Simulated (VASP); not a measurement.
# Ir (Fm-3m) in VASP: notebook, part 2 of 2

VASP 6.6.1. Earlier steps stand in the parts before.

## (3) Single point, PBE

File INCAR:

```
PREC = Accurate
ENCUT = 520
EDIFF = 1E-6
ISMEAR = -1
SIGMA = 0.1
LREAL = False
LASPH = True
NELM = 80
ALGO = Normal
ISIF = 2
LWAVE = False
LCHARG = False
GGA = PE
NBANDS = 10
```

File KPOINTS:

```
Automatic mesh
0
Gamma
  15 15 15
```

File POSCAR:

```
Ir
1.0
    0.0000000000      1.9360622002      1.9360622002
    1.9360622002      0.0000000000      1.9360622002
    1.9360622002      1.9360622002      0.0000000000
Ir
1
Direct
    0.0000000000      0.0000000000      0.0000000000
```

Potentials or basis: VASP PAW PBE potentials, release 64 (Ir).

Started as:

```console
$ cat potpaw_PBE.64/Ir/POTCAR > POTCAR
$ mpirun -np 1 vasp_std > vasp.out
```

OUTCAR:

```text
PREC = Accurate
   ENCUT = 520
   EDIFF = 1E-6
   ISMEAR = -1
   LREAL = False
   LASPH = True
   NELM = 80
   ISIF = 2
   GGA = PE

 ion  position               nearest neighbor table
   1  0.000  0.000  0.000-

  LATTYP: Found a face centered cubic cell.
 ALAT       =     3.8721244004

  Lattice vectors:

 A1 = (   0.0000000000,   1.9360622002,   1.9360622002)
 A2 = (   1.9360622002,   0.0000000000,   1.9360622002)
 A3 = (   1.9360622002,   1.9360622002,   0.0000000000)

Analysis of symmetry for initial positions (statically):
=====================================================================
 Subroutine PRICEL returns:
 Original cell was already a primitive cell.

 Routine SETGRP: Setting up the symmetry group for a
 face centered cubic supercell.

 Subroutine GETGRP returns: Found 48 space group operations
 (whereof 48 operations were pure point group operations)
 out of a pool of 48 trial point group operations.

The static configuration has the point symmetry O_h .

Analysis of symmetry for dynamics (positions and initial velocities):
=====================================================================
 Subroutine PRICEL returns:
 Original cell was already a primitive cell.

 Routine SETGRP: Setting up the symmetry group for a
 face centered cubic supercell.

 Subroutine GETGRP returns: Found 48 space group operations
 (whereof 48 operations were pure point group operations)
 out of a pool of 48 trial point group operations.

The dynamic configuration has the point symmetry O_h .

 Subroutine INISYM returns: Found 48 space group operations
 (whereof 48 operations are pure point group operations),
 and found     1 'primitive' translations

----------------------------------------------------------------------------------------

                                     Primitive cell

  volume of cell :      14.5140

  direct lattice vectors                    reciprocal lattice vectors
     0.000000000  1.936062200  1.936062200    -0.258256166  0.258256166  0.258256166
     1.936062200  0.000000000  1.936062200     0.258256166 -0.258256166  0.258256166
     1.936062200  1.936062200  0.000000000     0.258256166  0.258256166 -0.258256166

  length of vectors
     2.738005421  2.738005421  2.738005421     0.447312800  0.447312800  0.447312800

  position of ions in fractional coordinates (direct lattice)
     0.000000000  0.000000000  0.000000000

  ion indices of the primitive-cell ions
   primitive index   ion index
                 1           1

----------------------------------------------------------------------------------------

 KPOINTS: Automatic mesh

Automatic generation of k-mesh.
 Grid dimensions read from file:
 generate k-points for:   15   15   15

 Generating k-lattice:

  Cartesian coordinates                     Fractional coordinates (reciprocal lattice)
    -0.017217078  0.017217078  0.017217078     0.066666667  0.000000000  0.000000000
     0.017217078 -0.017217078  0.017217078     0.000000000  0.066666667  0.000000000
     0.017217078  0.017217078 -0.017217078     0.000000000  0.000000000  0.066666667

  Length of vectors
     0.029820853  0.029820853  0.029820853

  Shift w.r.t. Gamma in fractional coordinates (k-lattice)
     0.000000000  0.000000000  0.000000000

 Subroutine IBZKPT returns following result:
 ===========================================

 Found    120 irreducible k-points:

 Following reciprocal coordinates:
            Coordinates               Weight
  0.000000  0.000000  0.000000      1.000000
  0.066667  0.000000  0.000000      8.000000
  0.133333  0.000000  0.000000      8.000000
  0.200000  0.000000  0.000000      8.000000
  0.266667  0.000000  0.000000      8.000000
  0.333333  0.000000  0.000000      8.000000
[... 16 lines left out ...]
  0.133333  0.133333  0.000000      6.000000
  0.200000  0.133333  0.000000     24.000000
 [... further k-points ...]
   k-points           NKPTS =    120   k-points in BZ     NKDIM =    120   number of bands    NBANDS=     10
   number of dos      NEDOS =    301   number of ions     NIONS =      1
   total plane-waves  NPLWV =   8000
   dimension x,y,z NGX =    20 NGY =   20 NGZ =   20
   dimension x,y,z NGXF=    40 NGYF=   40 NGZF=   40
   ions per type =               1
   NGX,Y,Z   is equivalent  to a cutoff of  12.14, 12.14, 12.14 a.u.
   NGXF,Y,Z  is equivalent  to a cutoff of  24.29, 24.29, 24.29 a.u.
 SYSTEM =  unknown system
   PREC   = accura    normal or accurate (medium, high low for compatibility)
   ISTART =      0    job   : 0-new  1-cont  2-samecut
   ICHARG =      2    charge: 1-file 2-atom 10-const
   ISPIN  =      1    spin polarized calculation?
   LNONCOLLINEAR =      F non collinear calculations
   LSORBIT =      F    spin-orbit coupling
   LASPH  =      T    aspherical Exc in radial PAW
   ENCUT  =  520.0 eV  38.22 Ry    6.18 a.u.   5.09  5.09  5.09*2*pi/ulx,y,z
   NELM   =     80;   NELMIN=  2; NELMDL= -5     # of ELM steps
   EDIFF  = 0.1E-05   stopping-criterion for ELM
   LREAL  =      F    real-space projection
   EDIFFG = 0.1E-04   stopping-criterion for IOM
   NSW    =      0    number of steps for IOM
   IBRION =     -1    ionic relax: 0-MD 1-quasi-New 2-CG
   NFREE  =      0    steps in history (QN), initial steepest desc. (CG)
   ISIF   =      2    stress and relaxation
   ISYM   =      2    0-nonsym 1-usesym 2-fastsym
   POTIM  = 0.5000    time-step for ionic-motion
   TEBEG  =    0.0;   TEEND  =   0.0 temperature during run
   PSTRESS=    0.0 pullay stress
   NELECT =       9.0000    total number of electrons
   NUPDOWN=      -1.0000    fix difference up-down
   EMIN   =  10.00;   EMAX   =-10.00  energy-range for DOS
   EFERMI =   0.00;   METHOD = LEGACY
   ISMEAR =    -1;   SIGMA  =   0.10  broadening in eV -4-tet -1-fermi 0-gaus
   EFERMI_NEDOS =   21; number of points for ismear=-14 and -15
   IALGO  =     38    algorithm
   IMIX   =      4    mixing-type and parameters
     AMIX     =   0.40;   BMIX     =  1.00
     AMIX_MAG =   1.60;   BMIX_MAG =  1.00
  volume/ion in A,a.u.               =      14.51        97.95
  Fermi-wavevector in a.u.,A,eV,Ry     =   1.396024  2.638104 26.516181  1.948884
  Thomas-Fermi vector in A             =   2.519419
   LORBIT       =      0    0 simple, 1 ext, 2 COOP (PROOUT), +10 PAW based schemes
   GGA     = PE    functional components
   LHFCALC =     F    Hartree Fock is set to
   AEXX    =    0.0000 exact exchange contribution
   IVDW    =     0    specifies the selected vdW correction
   LEPSILON=     F    determine dielectric tensor
   LRPA    =     F    only Hartree local field effects (RPA)
 non-spin polarized calculation
  energy-cutoff  :      520.00
  volume of cell :       14.51
 maximum number of plane-waves:       401
   NGX = 11   NGY = 11   NGZ = 11

 number of electron       9.0000000 magnetization

 Free energy of the ion-electron system (eV)
  ---------------------------------------------------
  ext. energy  EPLUGINS =         0.00000000
  ---------------------------------------------------
  free energy    TOTEN  =        -8.87069651 eV

  energy without entropy =       -8.84165191  energy(sigma->0) =       -8.85617421

 E-fermi :   9.9700     XC(G=0): -13.8364

 val. band max:        9.9269384924   @ k =  -0.2667   0.0667   0.0000
 cond. band min:       9.9773194525   @ k =  -0.3333   0.3333   0.0000
 fundamental gap:      0.0503809601
 Fermi energy:         9.9699812436

 k-point     1 :       0.0000    0.0000    0.0000
  band No.  band energies     occupation
      1      -0.8782      2.00000
      2       6.2296      2.00000
      3       6.2296      2.00000
      4       6.2296      2.00000
      5       8.8096      1.99998
      6       8.8096      1.99998
      7      24.3417      0.00000
      8      29.7746      0.00000
      9      29.7746      0.00000
     10      29.7746      0.00000

 k-point     2 :       0.0667    0.0000    0.0000
  band No.  band energies     occupation
      1      -0.6860      2.00000
      2       6.1294      2.00000
      3       6.3119      2.00000
      4       6.3119      2.00000
      5       8.7581      1.99999
      6       8.7581      1.99999
      7      24.6686      0.00000
      8      28.7725      0.00000
      9      30.0868      0.00000
     10      30.0868      0.00000
[... 274 lines left out ...]
 k-point    24 :       0.2000    0.1333    0.0000
  band No.  band energies     occupation
      1       0.7317      2.00000
      2       5.2226      2.00000
      3       6.9839      2.00000
      4       7.0772      2.00000
      5       7.8421      2.00000
      6       9.2586      1.99837
      7      26.9355      0.00000
      8      26.9397      0.00000
      9      29.9305      0.00000
     10      30.4711      0.00000

 [... further k-points ...]
[... 5 lines left out ...]
  --------------------------------------------------------------------------------------
  -------------------------------------------------------------------------------------
  Total        0.0175193      0.0175193      0.0175193      0.0000000      0.0000000      0.0000000
  in kB        1.9339206      1.9339206      1.9339206      0.0000000      0.0000000      0.0000000
  external PRESSURE =       1.9339206 kB  Pullay stress =       0.0000000 kB

 VOLUME and BASIS-vectors are now :
 -----------------------------------------------------------------------------
  energy-cutoff  :      520.00
  volume of cell :       14.51
      direct lattice vectors                 reciprocal lattice vectors
     0.000000000  1.936062200  1.936062200    -0.258256166  0.258256166  0.258256166
     1.936062200  0.000000000  1.936062200     0.258256166 -0.258256166  0.258256166
     1.936062200  1.936062200  0.000000000     0.258256166  0.258256166 -0.258256166

 POSITION                                       TOTAL-FORCE (eV/Angst)
 -----------------------------------------------------------------------------------
      0.00000      0.00000      0.00000         0.000000      0.000000      0.000000
 -----------------------------------------------------------------------------------
    total drift:                                0.000000      0.000000     -0.000000

  FREE ENERGIE OF THE ION-ELECTRON SYSTEM (eV)
  ---------------------------------------------------
  free  energy   TOTEN  =        -8.8706965053 eV

  energy  without entropy=       -8.8416519138  energy(sigma->0) =       -8.85617421
```

Wall time 16 s (1 thread of Intel Xeon 6975P-C, shared host); peak memory 0.14 GiB.

What came out:

| Property | Result |
| --- | --- |
| Free energy | -8.8707 eV |
| Pressure | 0.2 GPa |

Caveat: spin-orbit coupling is left out, which moves the levels of the heavy elements.

## (4) Single point, PBE

File INCAR:

```
  PREC = Accurate
  ENCUT = 520
  EDIFF = 1E-6
  ISMEAR = -1
  SIGMA = 0.1
  LREAL = F
  LASPH = T
  NELM = 80
  ALGO = Normal
  ISIF = 2
  LWAVE = F
  LCHARG = T
  GGA = PE
  LELF = T
  LVHAR = T
  NBANDS = 10
```

File KPOINTS:

```
Automatic mesh
0
Gamma
  20 20 20
```

POSCAR is that of step 3.

Potentials or basis: VASP PAW PBE potentials, release 64 (Ir).

Started as:

```console
$ cat potpaw_PBE.64/Ir/POTCAR > POTCAR
$ mpirun -np 1 vasp_std > vasp.out
```

OUTCAR:

```text
PREC = Accurate
   ENCUT = 520
   EDIFF = 1E-6
   ISMEAR = -1
   LREAL = F
   LASPH = T
   NELM = 80
   ISIF = 2
   GGA = PE

 ion  position               nearest neighbor table
   1  0.000  0.000  0.000-

  LATTYP: Found a face centered cubic cell.
 ALAT       =     3.8721244004

  Lattice vectors:

 A1 = (   0.0000000000,   1.9360622002,   1.9360622002)
 A2 = (   1.9360622002,   0.0000000000,   1.9360622002)
 A3 = (   1.9360622002,   1.9360622002,   0.0000000000)

Analysis of symmetry for initial positions (statically):
=====================================================================
 Subroutine PRICEL returns:
 Original cell was already a primitive cell.

 Routine SETGRP: Setting up the symmetry group for a
 face centered cubic supercell.

 Subroutine GETGRP returns: Found 48 space group operations
 (whereof 48 operations were pure point group operations)
 out of a pool of 48 trial point group operations.

The static configuration has the point symmetry O_h .

Analysis of symmetry for dynamics (positions and initial velocities):
=====================================================================
 Subroutine PRICEL returns:
[... 162 lines left out ...]
  band No.  band energies     occupation
      1      -0.8781      2.00000
      2       6.2298      2.00000
      3       6.2298      2.00000
      4       6.2298      2.00000
      5       8.8098      1.99997
      6       8.8098      1.99997
      7      24.3418      0.00000
      8      29.7746      0.00000
      9      29.7746      0.00000
     10      29.7746      0.00000
[... 287 lines left out ...]
 k-point    24 :      -0.3500    0.0500    0.0000
  band No.  band energies     occupation
      1       2.1778      2.00000
      2       6.2923      2.00000
      3       6.3980      2.00000
      4       7.0182      2.00000
      5       9.7981      1.57101
      6      10.5486      0.00402
      7      19.9590      0.00000
      8      25.0059      0.00000
      9      30.2835      0.00000
     10      31.9349      0.00000

 [... further k-points ...]

------------------------ aborting loop because EDIFF is reached ----------------------------------------

  FORCE on cell =-STRESS in cart. coord.  units (eV):
  Direction    XX          YY          ZZ          XY          YZ          ZX
  --------------------------------------------------------------------------------------
  -------------------------------------------------------------------------------------
  Total        0.0238456      0.0238456      0.0238456      0.0000000      0.0000000      0.0000000
  in kB        2.6322769      2.6322769      2.6322769      0.0000000      0.0000000      0.0000000
  external PRESSURE =       2.6322769 kB  Pullay stress =       0.0000000 kB

 VOLUME and BASIS-vectors are now :
 -----------------------------------------------------------------------------
  energy-cutoff  :      520.00
  volume of cell :       14.51
      direct lattice vectors                 reciprocal lattice vectors
     0.000000000  1.936062200  1.936062200    -0.258256166  0.258256166  0.258256166
     1.936062200  0.000000000  1.936062200     0.258256166 -0.258256166  0.258256166
     1.936062200  1.936062200  0.000000000     0.258256166  0.258256166 -0.258256166

 POSITION                                       TOTAL-FORCE (eV/Angst)
 -----------------------------------------------------------------------------------
      0.00000      0.00000      0.00000         0.000000      0.000000      0.000000
 -----------------------------------------------------------------------------------
    total drift:                                0.000000     -0.000000     -0.000000

  FREE ENERGIE OF THE ION-ELECTRON SYSTEM (eV)
  ---------------------------------------------------
  free  energy   TOTEN  =        -8.8669209720 eV

  energy  without entropy=       -8.8377193466  energy(sigma->0) =       -8.85232016
```

OSZICAR:

```text
N       E                     dE             d eps       ncg     rms          rms(c)
DAV:   1     0.477942514142E+02    0.47794E+02   -0.43711E+03  5144   0.816E+02
DAV:   2    -0.850489788187E+01   -0.56299E+02   -0.53618E+02  5258   0.195E+02
DAV:   3    -0.942507532064E+01   -0.92018E+00   -0.91583E+00  5962   0.303E+01
DAV:   4    -0.943368415381E+01   -0.86088E-02   -0.86074E-02  5770   0.272E+00
DAV:   5    -0.943385939121E+01   -0.17524E-03   -0.17524E-03  5830   0.374E-01    0.142E+01
DAV:   6    -0.895637861664E+01    0.47748E+00   -0.86768E-01  5710   0.114E+01    0.574E+00
DAV:   7    -0.887288851956E+01    0.83490E-01   -0.26327E-01  6092   0.575E+00    0.149E+00
DAV:   8    -0.886996586733E+01    0.29227E-02   -0.21130E-03  5514   0.482E-01    0.104E+00
DAV:   9    -0.886691416519E+01    0.30517E-02   -0.19451E-03  5820   0.610E-01    0.137E-02
DAV:  10    -0.886691993319E+01   -0.57680E-05   -0.10780E-05  6976   0.300E-02    0.245E-02
DAV:  11    -0.886692099043E+01   -0.10572E-05   -0.84056E-07  3844   0.107E-02    0.858E-04
DAV:  12    -0.886692097202E+01    0.18414E-07   -0.29912E-08  2736   0.197E-03
   1 F= -.88669210E+01 E0= -.88523202E+01  d E =-.292016E-01
```

stdout:

```text
POSCAR found type information on POSCAR Ir
 POSCAR found :  1 types and       1 ions
 scaLAPACK will be used
 LDA part: xc-table for (Slater+PW92), standard interpolation
 POSCAR, INCAR and KPOINTS ok, starting setup
 FFT: planning ... GRIDC
 FFT: planning ... GRID_SOFT
 FFT: planning ... GRID
 WAVECAR not read
 entering main loop
```

Run time: 25 s. Hardware: 1 thread of Intel Xeon 6975P-C, shared host; peak memory 0.16 GiB.

What came out:

- Free energy: -8.8669 eV
- Pressure: 0.3 GPa

Levels at points of the mesh, in eV from the Fermi level:
| k point | band 2 | band 3 | band 4 | band 5 | band 6 | band 7 |
| --- | --- | --- | --- | --- | --- | --- |
| (0.00, 0.00, 0.00) | -3.70 | -3.70 | -3.70 | -1.12 | -1.12 | 14.41 |
| (0.50, 0.00, 0.00) | -3.80 | -3.80 | -0.65 | 0.89 | 0.89 | 7.04 |
| (0.50, 0.50, 0.00) | -7.03 | 0.86 | 1.44 | 1.44 | 1.74 | 10.20 |

Caveat: spin-orbit coupling is left out, which moves the levels of the heavy elements.

## (5) Summary

```tsv
k mesh	smearing	gap on the mesh (eV)	pressure (GPa)
14 × 14 × 14	methfessel-paxton 0.6 eV	none	0.1
15 × 15 × 15	fermi-dirac 0.1 eV	none	0.2
20 × 20 × 20	fermi-dirac 0.1 eV	none	0.3
```

Alike in all rows: task single point; level PBE; potentials or basis VASP PAW PBE potentials, release 64 (Ir); no spin polarisation; cell as given; cutoff (eV) 520.

Every run on the cell as given and a fine mesh finds a metal.

Caveats: spin-orbit coupling is left out, which moves the levels of the heavy elements.

Absolute energies hang on the potentials; compare differences alone.
